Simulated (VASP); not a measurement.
# BN (F-43m) in VASP: a series of runs, part 2 of 2

VASP 6.6.1.

**3. Relaxation of cell and atoms, PBEsol**

INCAR reads:

```
SYSTEM = BN
ALGO = Normal
EDIFF = 1E-7
EDIFFG = -0.01
ENCUT = 600
GGA = PS
IBRION = 2
ISIF = 3
ISMEAR = -1
LASPH = .TRUE.
LCHARG = .FALSE.
LREAL = .FALSE.
LWAVE = .FALSE.
NELM = 80
NSW = 60
PREC = Accurate
SIGMA = 0.05
```

KPOINTS reads:

```
k-points
0
G
  13 13 13
  0 0 0
```

POSCAR reads:

```
BN
1.0
    0.0000000000      1.8130010000      1.8130010000
    1.8130010000      0.0000000000      1.8130010000
    1.8130010000      1.8130010000      0.0000000000
N B
1 1
Direct
    0.2500000000      0.2500000000      0.2500000000
    0.0000000000      0.0000000000      0.0000000000
```

Potentials or basis: VASP PAW PBE potentials, release 64 (N, B).

Started as:

```console
> cat potpaw_PBE.64/N/POTCAR potpaw_PBE.64/B/POTCAR > POTCAR
> mpirun -np 1 vasp_std > vasp.out
```

OUTCAR:

```text
SYSTEM = BN
   EDIFF = 1E-7
   EDIFFG = -0.01
   ENCUT = 600
   GGA = PS
   IBRION = 2
   ISIF = 3
   ISMEAR = -1
   LASPH = .TRUE.
   LREAL = .FALSE.
   NELM = 80
   NSW = 60
   PREC = Accurate

 ion  position               nearest neighbor table
   1  0.250  0.250  0.250-   2 1.57   2 1.57   2 1.57   2 1.57
   2  0.000  0.000  0.000-   1 1.57   1 1.57   1 1.57   1 1.57

  LATTYP: Found a face centered cubic cell.
 ALAT       =     3.6260020000

  Lattice vectors:

 A1 = (   0.0000000000,   1.8130010000,   1.8130010000)
 A2 = (   1.8130010000,   0.0000000000,   1.8130010000)
 A3 = (   1.8130010000,   1.8130010000,   0.0000000000)

Analysis of symmetry for initial positions (statically):
=====================================================================
 Subroutine PRICEL returns:
 Original cell was already a primitive cell.

 Routine SETGRP: Setting up the symmetry group for a
 face centered cubic supercell.

 Subroutine GETGRP returns: Found 24 space group operations
 (whereof 24 operations were pure point group operations)
 out of a pool of 48 trial point group operations.

The static configuration has the point symmetry T_d .

Analysis of symmetry for dynamics (positions and initial velocities):
=====================================================================
 Subroutine PRICEL returns:
 Original cell was already a primitive cell.

 Routine SETGRP: Setting up the symmetry group for a
 face centered cubic supercell.

 Subroutine GETGRP returns: Found 24 space group operations
 (whereof 24 operations were pure point group operations)
 out of a pool of 48 trial point group operations.

The dynamic configuration has the point symmetry T_d .

 Subroutine INISYM returns: Found 24 space group operations
 (whereof 24 operations are pure point group operations),
 and found     1 'primitive' translations

[... 125 lines left out ...]
 conjugate gradient relaxation of ions
 non-spin polarized calculation
  energy-cutoff  :      600.00
  volume of cell :       11.92
 maximum number of plane-waves:       411
   NGX = 11   NGY = 11   NGZ = 11

--------------------------------------- Ionic step        1  -------------------------------------------

 number of electron       7.9999999 magnetization

 Free energy of the ion-electron system (eV)
  ---------------------------------------------------
  ext. energy  EPLUGINS =         0.00000000
  ---------------------------------------------------
  free energy    TOTEN  =       -18.34773670 eV

  energy without entropy =      -18.34773670  energy(sigma->0) =      -18.34773670

------------------------ aborting loop because EDIFF is reached ----------------------------------------

  FORCE on cell =-STRESS in cart. coord.  units (eV):
  Direction    XX          YY          ZZ          XY          YZ          ZX
  --------------------------------------------------------------------------------------
  -------------------------------------------------------------------------------------
  Total       -0.4487842     -0.4487842     -0.4487842     -0.0000000     -0.0000000     -0.0000000
  in kB      -60.3287043    -60.3287043    -60.3287043     -0.0000000     -0.0000000     -0.0000000
  external PRESSURE =     -60.3287043 kB  Pullay stress =       0.0000000 kB
[... 59 lines left out ...]
--------------------------------------- Ionic step        3  -------------------------------------------

 number of electron       7.9999999 magnetization

 Free energy of the ion-electron system (eV)
  ---------------------------------------------------
  ext. energy  EPLUGINS =         0.00000000
  ---------------------------------------------------
  free energy    TOTEN  =       -18.35136410 eV

  energy without entropy =      -18.35136410  energy(sigma->0) =      -18.35136410

 E-fermi :   8.4392     XC(G=0): -13.0501

 val. band max:        7.4478719694   @ k =   0.0000   0.0000   0.0000
 cond. band min:      11.8086333143   @ k =   0.4615   0.4615   0.0000
 fundamental gap:      4.3607613448
 Fermi energy:         8.4391515643

 k-point     1 :       0.0000    0.0000    0.0000
  band No.  band energies     occupation
      1     -12.8842      2.00000
      2       7.4479      2.00000
      3       7.4479      2.00000
      4       7.4479      2.00000
      5      16.2419      0.00000
      6      16.2419      0.00000
      7      16.2419      0.00000
      8      17.8282      0.00000
[... 243 lines left out ...]
 k-point    24 :       0.4615    0.1538    0.0000
  band No.  band energies     occupation
      1      -8.8401      2.00000
      2      -1.9396      2.00000
      3       4.1485      2.00000
      4       4.5787      2.00000
      5      16.2564      0.00000
      6      19.5948      0.00000
      7      19.9551      0.00000
      8      22.1010      0.00000

 [... further k-points ...]

------------------------ aborting loop because EDIFF is reached ----------------------------------------

  FORCE on cell =-STRESS in cart. coord.  units (eV):
  Direction    XX          YY          ZZ          XY          YZ          ZX
  --------------------------------------------------------------------------------------
  -------------------------------------------------------------------------------------
  Total       -0.0008837     -0.0008837     -0.0008837      0.0000000      0.0000000     -0.0000000
  in kB       -0.1207170     -0.1207170     -0.1207170      0.0000000      0.0000000     -0.0000000
  external PRESSURE =      -0.1207170 kB  Pullay stress =       0.0000000 kB
[... 17 lines left out ...]
  FREE ENERGIE OF THE ION-ELECTRON SYSTEM (eV)
  ---------------------------------------------------
  free  energy   TOTEN  =       -18.3513640992 eV

  energy  without entropy=      -18.3513640992  energy(sigma->0) =      -18.35136410

 reached required accuracy - stopping structural energy minimisation
```

CONTCAR:

```text
BN
   1.00000000000000
     0.0000000000000000    1.8033360081339938    1.8033360081339938
     1.8033360081339938   -0.0000000000000000    1.8033360081339938
     1.8033360081339938    1.8033360081339938   -0.0000000000000000
  N               B
     1     1
Direct
     0.2500000000000000    0.2500000000000000    0.2500000000000000
     0.0000000000000000    0.0000000000000000    0.0000000000000000

  0.00000000E+00  0.00000000E+00  0.00000000E+00
  0.00000000E+00  0.00000000E+00  0.00000000E+00
```

It took 8 s on 1 thread of Intel Xeon 6975P-C (Granite Rapids), shared host; peak memory 0.12 GiB.

Results:

- Free energy: -18.3514 eV
- Relaxed volume: 5.86 Å³/atom
- Relaxed cell: a = 2.550 Å, b = 2.550 Å, c = 2.550 Å, α = 60.00°, β = 60.00°, γ = 60.00°
- Space group after relaxing (to 0.05 Å): F-43m (No. 216)
- Energy gained by relaxing: 1.8 meV/atom
- Ionic steps: 3
- Pressure after relaxing: 0.0 GPa
- Band gap on the k mesh: 4.36 eV, indirect (least direct gap 8.79 eV)

Step by step:
| step | energy change (eV) | largest force (eV/Å) | pressure (GPa) | volume (Å³) |
| --- | --- | --- | --- | --- |
| 1 | 0.0000 | 0.0000 | -6.03 | 11.92 |
| 2 | 0.0003 | 0.0000 | 6.62 | 11.54 |
| 3 | -0.0036 | 0.0000 | -0.01 | 11.73 |

Final structure:
```yaml
crystal:
  lattice:
    - [0.00000, 1.80334, 1.80334]
    - [1.80334, 0.00000, 1.80334]
    - [1.80334, 1.80334, 0.00000]
  atoms:
    - { symbol: N, position: [0.25000, 0.25000, 0.25000] }
    - { symbol: B, position: [0.00000, 0.00000, 0.00000] }
```

Levels at points of the mesh, in eV from the valence-band top:
```tsv
k point	band 1	band 2	band 3	band 4	band 5	band 6	band 7	band 8
(0.00, 0.00, 0.00)	-20.33	0.00	0.00	0.00	8.79	8.79	8.79	10.38
```

Caveat: the PAW data sets were made with another functional, which shifts forces and pressure a little. A k mesh can miss the band edges.
